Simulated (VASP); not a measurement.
# TiAg2 (P-3m1) in VASP: further runs

TiAg2 is run at these levels: PBE; tasks: single point.

Everything below comes from runs of VASP 6.6.1. Logs are shortened: lines on timing, memory, paths and dates and some standing lists are left out, and cuts for length are marked.

**1. The cell of the first run**

Symmetry: P-3m1, No. 164, trigonal system. The conventional cell has a = 2.819 Å, b = 2.819 Å, c = 7.617 Å, α = 90.00°, β = 90.00°, γ = 120.00°. Within 3.7 Å of Ti (site symmetry -3m) lie 6 Ti at 2.82 Å and 6 Ag at 2.95 Å. Ag (site symmetry 3m) has 9 Ag at 2.82 to 3.15 Å and 3 Ti at 2.95 Å within 3.7 Å.

**2. Single point, PBE**

The input, INCAR:

```
PREC = Accurate
ENCUT = 520
EDIFF = 1E-7
ISMEAR = 0
SIGMA = 0.1
LREAL = F
LASPH = T
NELM = 80
ALGO = Normal
ISIF = 2
LWAVE = F
LCHARG = F
GGA = PE
NBANDS = 24
```

The input, KPOINTS:

```
Automatic mesh
0
Gamma
  6 6 2
```

The input, POSCAR:

```
TiAg2
1.0
    2.8186679700      0.0000000000      0.0000000000
   -1.4093339800      2.4410380600      0.0000000000
    0.0000000000      0.0000000000      7.6168743300
Ti Ag
1 2
Direct
    0.0000000000      0.0000000000      0.5000000000
    0.3333333300      0.6666666700      0.8233132800
    0.6666666700      0.3333333300      0.1766867200
```

Potentials or basis: VASP PAW PBE potentials, release 64 (Ti_sv, Ag).

Launch:

```bash
> cat potpaw_PBE.64/Ti_sv/POTCAR potpaw_PBE.64/Ag/POTCAR > POTCAR
> mpirun -np 1 vasp_std > vasp.out
```

OUTCAR:

```text
PREC = Accurate
   ENCUT = 520
   EDIFF = 1E-7
   ISMEAR = 0
   LREAL = F
   LASPH = T
   NELM = 80
   ISIF = 2
   GGA = PE

 ion  position               nearest neighbor table
   1  0.000  0.000  0.500-   2 2.95   3 2.95   2 2.95   3 2.95   3 2.95   2 2.95
   2  0.333  0.667  0.823-   1 2.95   1 2.95   1 2.95   3 3.15   3 3.15   3 3.15
   3  0.667  0.333  0.177-   1 2.95   1 2.95   1 2.95   2 3.15   2 3.15   2 3.15

  LATTYP: Found a hexagonal cell.
 ALAT       =     2.8186679700
 C/A-ratio  =     2.7022956982

  Lattice vectors:

 A1 = (   2.8186679700,   0.0000000000,   0.0000000000)
 A2 = (  -1.4093339800,   2.4410380600,   0.0000000000)
 A3 = (   0.0000000000,   0.0000000000,   7.6168743300)

Analysis of symmetry for initial positions (statically):
=====================================================================
 Subroutine PRICEL returns:
 Original cell was already a primitive cell.

 Routine SETGRP: Setting up the symmetry group for a
 hexagonal supercell.

 Subroutine GETGRP returns: Found 12 space group operations
 (whereof 12 operations were pure point group operations)
 out of a pool of 24 trial point group operations.

The static configuration has the point symmetry D_3d.

Analysis of symmetry for dynamics (positions and initial velocities):
=====================================================================
 Subroutine PRICEL returns:
 Original cell was already a primitive cell.

 Routine SETGRP: Setting up the symmetry group for a
 hexagonal supercell.

 Subroutine GETGRP returns: Found 12 space group operations
 (whereof 12 operations were pure point group operations)
 out of a pool of 24 trial point group operations.

The dynamic configuration has the point symmetry D_3d.

 Subroutine INISYM returns: Found 12 space group operations
 (whereof 12 operations are pure point group operations),
 and found     1 'primitive' translations

----------------------------------------------------------------------------------------

                                     Primitive cell

  volume of cell :      52.4077

  direct lattice vectors                    reciprocal lattice vectors
     2.818667970  0.000000000  0.000000000     0.354777509  0.204830890  0.000000000
    -1.409333980  2.441038060  0.000000000     0.000000000  0.409661781  0.000000000
     0.000000000  0.000000000  7.616874330     0.000000000  0.000000000  0.131287449

  length of vectors
     2.818667970  2.818667962  7.616874330     0.409661780  0.409661781  0.131287449

  position of ions in fractional coordinates (direct lattice)
     0.000000000  0.000000000  0.500000000
     0.333333330  0.666666670  0.823313280
     0.666666670  0.333333330  0.176686720

  ion indices of the primitive-cell ions
   primitive index   ion index
                 1           1
                 2           2
                 3           3

----------------------------------------------------------------------------------------

 KPOINTS: Automatic mesh

Automatic generation of k-mesh.
 Grid dimensions read from file:
 generate k-points for:    6    6    2

 Generating k-lattice:

  Cartesian coordinates                     Fractional coordinates (reciprocal lattice)
     0.059129585  0.034138482  0.000000000     0.166666667 -0.000000000  0.000000000
     0.000000000  0.068276964  0.000000000     0.000000000  0.166666667  0.000000000
     0.000000000  0.000000000  0.065643724     0.000000000  0.000000000  0.500000000

  Length of vectors
     0.068276963  0.068276964  0.065643724

  Shift w.r.t. Gamma in fractional coordinates (k-lattice)
     0.000000000  0.000000000  0.000000000

 Subroutine IBZKPT returns following result:
 ===========================================

 Found     14 irreducible k-points:

 Following reciprocal coordinates:
            Coordinates               Weight
  0.000000  0.000000  0.000000      1.000000
  0.166667 -0.000000  0.000000      6.000000
  0.333333 -0.000000  0.000000      6.000000
  0.500000  0.000000  0.000000      3.000000
  0.166667  0.166667  0.000000      6.000000
  0.333333  0.166667  0.000000     12.000000
  0.333333  0.333333  0.000000      2.000000
  0.000000  0.000000  0.500000      1.000000
  0.166667 -0.000000  0.500000      6.000000
  0.333333 -0.000000  0.500000      6.000000
  0.500000  0.000000  0.500000      3.000000
  0.166667  0.166667  0.500000      6.000000
  0.333333  0.166667  0.500000     12.000000
  0.333333  0.333333  0.500000      2.000000
   k-points           NKPTS =     14   k-points in BZ     NKDIM =     14   number of bands    NBANDS=     24
   number of dos      NEDOS =    301   number of ions     NIONS =      3
   total plane-waves  NPLWV =  34560
   dimension x,y,z NGX =    24 NGY =   24 NGZ =   60
   dimension x,y,z NGXF=    48 NGYF=   48 NGZF=  120
   ions per type =               1   2
   NGX,Y,Z   is equivalent  to a cutoff of  14.16, 14.16, 13.10 a.u.
   NGXF,Y,Z  is equivalent  to a cutoff of  28.31, 28.31, 26.19 a.u.
 SYSTEM =  unknown system
   PREC   = accura    normal or accurate (medium, high low for compatibility)
   ISTART =      0    job   : 0-new  1-cont  2-samecut
   ICHARG =      2    charge: 1-file 2-atom 10-const
   ISPIN  =      1    spin polarized calculation?
   LNONCOLLINEAR =      F non collinear calculations
   LSORBIT =      F    spin-orbit coupling
   LASPH  =      T    aspherical Exc in radial PAW
   ENCUT  =  520.0 eV  38.22 Ry    6.18 a.u.   5.24  5.24 14.16*2*pi/ulx,y,z
   NELM   =     80;   NELMIN=  2; NELMDL= -5     # of ELM steps
   EDIFF  = 0.1E-06   stopping-criterion for ELM
   LREAL  =      F    real-space projection
   EDIFFG = 0.1E-05   stopping-criterion for IOM
   NSW    =      0    number of steps for IOM
   IBRION =     -1    ionic relax: 0-MD 1-quasi-New 2-CG
   NFREE  =      0    steps in history (QN), initial steepest desc. (CG)
   ISIF   =      2    stress and relaxation
   ISYM   =      2    0-nonsym 1-usesym 2-fastsym
   POTIM  = 0.5000    time-step for ionic-motion
   TEBEG  =    0.0;   TEEND  =   0.0 temperature during run
   PSTRESS=    0.0 pullay stress
   NELECT =      34.0000    total number of electrons
   NUPDOWN=      -1.0000    fix difference up-down
   EMIN   =  10.00;   EMAX   =-10.00  energy-range for DOS
   EFERMI =   0.00;   METHOD = LEGACY
   ISMEAR =     0;   SIGMA  =   0.10  broadening in eV -4-tet -1-fermi 0-gaus
   EFERMI_NEDOS =   21; number of points for ismear=-14 and -15
   IALGO  =     38    algorithm
   IMIX   =      4    mixing-type and parameters
     AMIX     =   0.40;   BMIX     =  1.00
     AMIX_MAG =   1.60;   BMIX_MAG =  1.00
  volume/ion in A,a.u.               =      17.47       117.89
  Fermi-wavevector in a.u.,A,eV,Ry     =   1.417216  2.678150 27.327318  2.008501
  Thomas-Fermi vector in A             =   2.538469
   LORBIT       =      0    0 simple, 1 ext, 2 COOP (PROOUT), +10 PAW based schemes
   GGA     = PE    functional components
   LHFCALC =     F    Hartree Fock is set to
   AEXX    =    0.0000 exact exchange contribution
   IVDW    =     0    specifies the selected vdW correction
   LEPSILON=     F    determine dielectric tensor
   LRPA    =     F    only Hartree local field effects (RPA)
 non-spin polarized calculation
 Gauss-broadening in eV      SIGMA  =   0.10
  energy-cutoff  :      520.00
  volume of cell :       52.41
 maximum number of plane-waves:      1432
 NGX is ok and might be reduce to    24
   NGX = 11   NGY = 11   NGZ = 29

 number of electron      34.0000008 magnetization

 Free energy of the ion-electron system (eV)
  ---------------------------------------------------
  ext. energy  EPLUGINS =         0.00000000
  ---------------------------------------------------
  free energy    TOTEN  =       -12.85099280 eV

  energy without entropy =      -12.82365082  energy(sigma->0) =      -12.83732181

 E-fermi :   8.3072     XC(G=0): -11.8502

 val. band max:        8.2821181452   @ k =   0.3333   0.3333   0.0000
 cond. band min:       8.3094015868   @ k =   0.3333  -0.0000   0.5000
 fundamental gap:      0.0272834416
 Fermi energy:         8.3071770225

 k-point     1 :       0.0000    0.0000    0.0000
  band No.  band energies     occupation
      1     -48.5521      2.00000
      2     -24.9345      2.00000
      3     -24.3667      2.00000
      4     -24.3667      2.00000
      5       0.9100      2.00000
      6       1.7888      2.00000
[... 16 lines left out ...]
     23      14.1413      0.00000
     24      16.5900      0.00000

 k-point     2 :       0.1667   -0.0000    0.0000
  band No.  band energies     occupation
      1     -48.5235      2.00000
      2     -24.9080      2.00000
      3     -24.5387      2.00000
      4     -24.4056      2.00000
      5       1.6993      2.00000
      6       2.3255      2.00000
[... 16 lines left out ...]
     23      15.1411      0.00000
     24      16.8510      0.00000

 k-point     3 :       0.3333   -0.0000    0.0000
  band No.  band energies     occupation
      1     -48.4660      2.00000
      2     -24.8733      2.00000
      3     -24.8549      2.00000
      4     -24.4824      2.00000
      5       2.2039      2.00000
      6       2.3164      2.00000
[... 16 lines left out ...]
     23      15.9444      0.00000
     24      17.0491      0.00000
[... 244 lines left out ...]
 k-point    13 :       0.3333    0.1667    0.5000
  band No.  band energies     occupation
      1     -48.4369      2.00000
      2     -24.9512      2.00000
      3     -24.8282      2.00000
      4     -24.6104      2.00000
      5       2.5151      2.00000
      6       2.5412      2.00000
[... 16 lines left out ...]
     23      14.5556      0.00000
     24      15.6845      0.00000

 k-point    14 :       0.3333    0.3333    0.5000
  band No.  band energies     occupation
      1     -48.4224      2.00000
      2     -24.8335      2.00000
      3     -24.8335      2.00000
      4     -24.8149      2.00000
      5       2.9880      2.00000
      6       3.1143      2.00000
[... 16 lines left out ...]
     23      14.2870      0.00000
     24      14.2870      0.00000

------------------------ aborting loop because EDIFF is reached ----------------------------------------

  FORCE on cell =-STRESS in cart. coord.  units (eV):
  Direction    XX          YY          ZZ          XY          YZ          ZX
  --------------------------------------------------------------------------------------
  -------------------------------------------------------------------------------------
  Total        1.6772882      1.6772882     -1.1703850      0.0000000      0.0000000     -0.0000000
  in kB       51.2770484     51.2770481    -35.7803073      0.0000001      0.0000000     -0.0000000
  external PRESSURE =      22.2579297 kB  Pullay stress =       0.0000000 kB

 VOLUME and BASIS-vectors are now :
 -----------------------------------------------------------------------------
  energy-cutoff  :      520.00
  volume of cell :       52.41
      direct lattice vectors                 reciprocal lattice vectors
     2.818667970  0.000000000  0.000000000     0.354777509  0.204830890  0.000000000
    -1.409333980  2.441038060  0.000000000     0.000000000  0.409661781  0.000000000
     0.000000000  0.000000000  7.616874330     0.000000000  0.000000000  0.131287449

 POSITION                                       TOTAL-FORCE (eV/Angst)
 -----------------------------------------------------------------------------------
      0.00000      0.00000      3.80844        -0.000000      0.000000      0.000000
     -0.00000      1.62736      6.27107         0.000000      0.000000      0.137295
      1.40933      0.81368      1.34580        -0.000000     -0.000000     -0.137295
 -----------------------------------------------------------------------------------
    total drift:                                0.000000     -0.000000      0.000000

  FREE ENERGIE OF THE ION-ELECTRON SYSTEM (eV)
  ---------------------------------------------------
  free  energy   TOTEN  =       -12.8509927954 eV

  energy  without entropy=      -12.8236508156  energy(sigma->0) =      -12.83732181
```

Wall time 32 s (1 thread of Intel Xeon Platinum 8488C (Sapphire Rapids), shared host); peak memory 0.18 GiB.

What came out:

```yaml
Free_energy: -12.8510 eV
Pressure: 2.2 GPa
Largest_force: 0.137 eV/Å
Band_gap_on_the_k_mesh: zero (band 17 reaches 8.60 eV, above the bottom of band 18 at 7.41 eV)
```

Forces in eV/Å, atoms in the order of the input:
```
Ti   0.000  0.000  0.000
Ag   0.000  0.000  0.137
Ag   0.000  0.000 -0.137
```

Caveat: the k points lie up to 0.43 Å⁻¹ apart.

(Part 1 of 2 ends here.)
